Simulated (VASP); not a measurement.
# Rh (P6_3/mmc) in VASP: notebook, part 2 of 2

VASP 6.6.1. Earlier steps stand in the parts before.

### 3 Single point, r2SCAN (strain +0.000 along x and y, -0.080 along z)

POSCAR

```
Rh
1.0
    2.7036431850      0.0000000000      0.0000000000
   -1.3518215925      2.3414236809      0.0000000000
    0.0000000000      0.0000000000      4.0007278411
Rh
2
Direct
    0.6666666667      0.3333333333      0.7500000000
    0.3333333333      0.6666666667      0.2500000000
```

INCAR.step1

```
SYSTEM = Rh
  PREC = Accurate
  ENCUT = 520
  ISMEAR = 0
  SIGMA = 0.15
  LREAL = .False.
  LASPH = .True.
  NELM = 60
  NBANDS = 22
  GGA = PE
  ALGO = Normal
  EDIFF = 1E-4
  LWAVE = .True.
  LCHARG = .False.
```

INCAR.step2

```
SYSTEM = Rh
  PREC = Accurate
  ENCUT = 520
  EDIFF = 1E-6
  ISMEAR = 0
  SIGMA = 0.15
  LREAL = .False.
  LASPH = .True.
  NELM = 60
  ALGO = Normal
  ISIF = 2
  LWAVE = .False.
  LCHARG = .False.
  METAGGA = R2SCAN
  LMIXTAU = .True.
  NBANDS = 22
  ISTART = 1
```

KPOINTS

```
Automatic mesh
0
Gamma
  24 24 14
  0 0 0
```

Potentials or basis: VASP PAW PBE potentials, release 64 (Rh_pv).

Started as:

```bash
$ cat potpaw_PBE.64/Rh_pv/POTCAR > POTCAR
$ cp INCAR.step1 INCAR
$ mpirun -np 1 vasp_std > vasp.out
$ cp INCAR.step2 INCAR
$ mpirun -np 1 vasp_std > vasp.out
```

OUTCAR:

```text
SYSTEM = Rh
   PREC = Accurate
   ENCUT = 520
   EDIFF = 1E-6
   ISMEAR = 0
   LREAL = .False.
   LASPH = .True.
   NELM = 60
   ISIF = 2
   METAGGA = R2SCAN
   ISTART = 1

 ion  position               nearest neighbor table
   1  0.667  0.333  0.750-   2 2.54   2 2.54   2 2.54   2 2.54   2 2.54   2 2.54
   2  0.333  0.667  0.250-   1 2.54   1 2.54   1 2.54   1 2.54   1 2.54   1 2.54

  LATTYP: Found a hexagonal cell.
 ALAT       =     2.7036431850
 C/A-ratio  =     1.4797543786

  Lattice vectors:

 A1 = (   2.7036431850,   0.0000000000,   0.0000000000)
 A2 = (  -1.3518215925,   2.3414236809,   0.0000000000)
 A3 = (   0.0000000000,   0.0000000000,   4.0007278411)

Analysis of symmetry for initial positions (statically):
=====================================================================
 Subroutine PRICEL returns:
 Original cell was already a primitive cell.

 Routine SETGRP: Setting up the symmetry group for a
 hexagonal supercell.

 Subroutine GETGRP returns: Found 24 space group operations
 (whereof 12 operations were pure point group operations)
 out of a pool of 24 trial point group operations.

The static configuration has the point symmetry D_3d.
 The point group associated with its full space group is D_6h.

Analysis of symmetry for dynamics (positions and initial velocities):
=====================================================================
 Subroutine PRICEL returns:
 Original cell was already a primitive cell.

 Routine SETGRP: Setting up the symmetry group for a
 hexagonal supercell.

 Subroutine GETGRP returns: Found 24 space group operations
 (whereof 12 operations were pure point group operations)
 out of a pool of 24 trial point group operations.

The dynamic configuration has the point symmetry D_3d.
 The point group associated with its full space group is D_6h.

 Subroutine INISYM returns: Found 24 space group operations
 (whereof 12 operations are pure point group operations),
 and found     1 'primitive' translations

----------------------------------------------------------------------------------------
[... 112 lines left out ...]
     AMIX     =   0.40;   BMIX     =  1.00
     AMIX_MAG =   1.60;   BMIX_MAG =  1.00
  volume/ion in A,a.u.               =      12.66        85.45
  Fermi-wavevector in a.u.,A,eV,Ry     =   1.732178  3.273341 40.823461  3.000440
  Thomas-Fermi vector in A             =   2.806404
   LORBIT       =      0    0 simple, 1 ext, 2 COOP (PROOUT), +10 PAW based schemes
   METAGGA = R2SCAN    functional components
   LHFCALC =     F    Hartree Fock is set to
   AEXX    =    0.0000 exact exchange contribution
   IVDW    =     0    specifies the selected vdW correction
   LEPSILON=     F    determine dielectric tensor
   LRPA    =     F    only Hartree local field effects (RPA)
 non-spin polarized calculation
 Gauss-broadening in eV      SIGMA  =   0.15
  energy-cutoff  :      520.00
  volume of cell :       25.33
 maximum number of plane-waves:       703
 NGX is ok and might be reduce to    20
   NGX =  9   NGY =  9   NGZ = 15

 number of electron      29.9999994 magnetization

 Free energy of the ion-electron system (eV)
  ---------------------------------------------------
  ext. energy  EPLUGINS =         0.00000000
  ---------------------------------------------------
  free energy    TOTEN  =       -47.84304285 eV

  energy without entropy =      -47.80884915  energy(sigma->0) =      -47.82594600

 E-fermi :  13.4594     XC(G=0): -15.8145

 val. band max:       13.4593064544   @ k =   0.3750   0.0000   0.5000
 cond. band min:      13.4602884241   @ k =   0.3750   0.1667   0.2857
 fundamental gap:      0.0009819698
 Fermi energy:        13.4594182386

 k-point     1 :       0.0000    0.0000    0.0000
  band No.  band energies     occupation
      1     -35.8340      2.00000
      2     -34.8312      2.00000
      3     -34.8312      2.00000
      4     -34.5948      2.00000
      5     -34.5948      2.00000
      6     -34.5576      2.00000
[... 589 lines left out ...]
     21      26.5131      0.00000
     22      29.1553      0.00000

 [... further k-points ...]

------------------------ aborting loop because EDIFF is reached ----------------------------------------

  FORCE on cell =-STRESS in cart. coord.  units (eV):
  Direction    XX          YY          ZZ          XY          YZ          ZX
  --------------------------------------------------------------------------------------
  -------------------------------------------------------------------------------------
  Total        3.7523517      3.7523517      8.7536076     -0.0000000      0.0000000      0.0000000
  in kB      237.3808773    237.3808773    553.7698017     -0.0000000      0.0000000      0.0000000
  external PRESSURE =     342.8438521 kB  Pullay stress =       0.0000000 kB

 VOLUME and BASIS-vectors are now :
 -----------------------------------------------------------------------------
  energy-cutoff  :      520.00
  volume of cell :       25.33
      direct lattice vectors                 reciprocal lattice vectors
     2.703643185  0.000000000  0.000000000     0.369871293  0.213545290  0.000000000
    -1.351821592  2.341423681  0.000000000     0.000000000  0.427090581  0.000000000
     0.000000000  0.000000000  4.000727841     0.000000000  0.000000000  0.249954518

 POSITION                                       TOTAL-FORCE (eV/Angst)
 -----------------------------------------------------------------------------------
      1.35182      0.78047      3.00055         0.000000     -0.000000      0.000000
     -0.00000      1.56095      1.00018        -0.000000      0.000000      0.000000
 -----------------------------------------------------------------------------------
    total drift:                                0.000000     -0.000000      0.000000

  FREE ENERGIE OF THE ION-ELECTRON SYSTEM (eV)
  ---------------------------------------------------
  free  energy   TOTEN  =       -47.8430428505 eV

  energy  without entropy=      -47.8088491529  energy(sigma->0) =      -47.82594600
```

It took 24 min on 1 thread of Oxide Virtual Turin-like, shared host; peak memory 0.28 GiB.

What came out:

```
Free energy            : -47.8430 eV
Pressure               : 34.3 GPa
Band gap on the k mesh : zero (bands 15 and 16 overlap by 2.39 eV)
```

Caveat: the cell differs from its parent crystal (strain +0.000 along x and y, -0.080 along z); the stress differs along the axes, from 24 to 55 GPa; the PAW data sets were made with another functional, which shifts forces and pressure a little.

### 4 Single point, r2SCAN (strain -0.040 along x and y, +0.000 along z)

POSCAR

```
Rh
1.0
    2.5954974576      0.0000000000      0.0000000000
   -1.2977487288      2.2477667337      0.0000000000
    0.0000000000      0.0000000000      4.3486172186
Rh
2
Direct
    0.6666666667      0.3333333333      0.7500000000
    0.3333333333      0.6666666667      0.2500000000
```

INCAR.step1

```
ALGO = Normal ; EDIFF = 1E-4
ENCUT = 520 ; GGA = PE
ISMEAR = 0 ; LASPH = T
LCHARG = F ; LREAL = F
LWAVE = T ; NBANDS = 22
NELM = 100 ; PREC = Accurate
SIGMA = 0.15
```

INCAR.step2

```
ALGO = Normal ; EDIFF = 1E-6
ENCUT = 520 ; ISIF = 2
ISMEAR = 0 ; ISTART = 1
LASPH = T ; LCHARG = F
LMIXTAU = T ; LREAL = F
LWAVE = F ; METAGGA = R2SCAN
NBANDS = 22 ; NELM = 100
PREC = Accurate ; SIGMA = 0.15
```

KPOINTS

```
k-points
0
Gamma
  24 24 14
```

Started as:

```bash
$ cat potpaw_PBE.64/Rh_pv/POTCAR > POTCAR
$ cp INCAR.step1 INCAR
$ mpirun -np 1 vasp_std > vasp.out
$ cp INCAR.step2 INCAR
$ mpirun -np 1 vasp_std > vasp.out
```

Run time: 17 min. Hardware: 1 thread of Oxide Virtual Turin-like, shared host; peak memory 0.27 GiB.

The run converged. Its results:

```yaml
Free_energy: -47.9780 eV
Pressure: 30.3 GPa
Band_gap_on_the_k_mesh: zero (bands 15 and 16 overlap by 3.00 eV)
```

Stress tensor (GPa, compression positive):
```
34.89  0.00  0.00
 0.00 34.89  0.00
 0.00  0.00 21.15
```

Levels at points of the mesh, in eV from the Fermi level:
| k point | band 12 | band 13 | band 14 | band 15 | band 16 | band 17 | band 18 | band 19 |
| --- | --- | --- | --- | --- | --- | --- | --- | --- |
| (0.00, 0.00, 0.00) | -3.00 | -3.00 | -1.95 | -1.95 | 0.20 | 0.20 | 0.44 | 9.44 |
| (0.50, 0.00, 0.00) | -2.72 | -2.28 | 0.64 | 0.74 | 1.04 | 3.62 | 6.06 | 11.60 |
| (0.00, 0.00, 0.50) | -3.60 | -3.60 | -3.60 | -0.47 | -0.47 | -0.47 | -0.47 | 15.59 |
| (0.50, 0.00, 0.50) | -1.82 | -0.31 | -0.31 | 0.92 | 0.92 | 3.10 | 3.10 | 10.83 |

Caveat: the cell differs from its parent crystal (strain -0.040 along x and y, +0.000 along z); the stress differs along the axes, from 21 to 35 GPa; the PAW data sets were made with another functional, which shifts forces and pressure a little.

### 5 Overview

| cell | gap on the mesh (eV) | pressure (GPa) |
| --- | --- | --- |
| a = 2.920, b = 2.920, c = 4.697 Å, angles 90.0, 90.0, 120.0°, 2 atoms | none | -34.6 |
| a = 2.704, b = 2.704, c = 4.001 Å, angles 90.0, 90.0, 120.0°, 2 atoms | none | 34.3 |
| a = 2.595, b = 2.595, c = 4.349 Å, angles 90.0, 90.0, 120.0°, 2 atoms | none | 30.3 |

Alike in all rows: task single point; level r2SCAN; potentials or basis VASP PAW PBE potentials, release 64 (Rh_pv); no spin polarisation; k mesh 24 × 24 × 14; cutoff (eV) 520; smearing gaussian 0.15 eV.

Caveats: the PAW data sets were made with another functional, which shifts forces and pressure a little; the cell stands under tension (at least some runs); the stress differs along the axes, from 24 to 55 GPa (at least some runs); the stress differs along the axes, from 21 to 35 GPa (at least some runs).

Absolute energies hang on the potentials; compare differences alone.
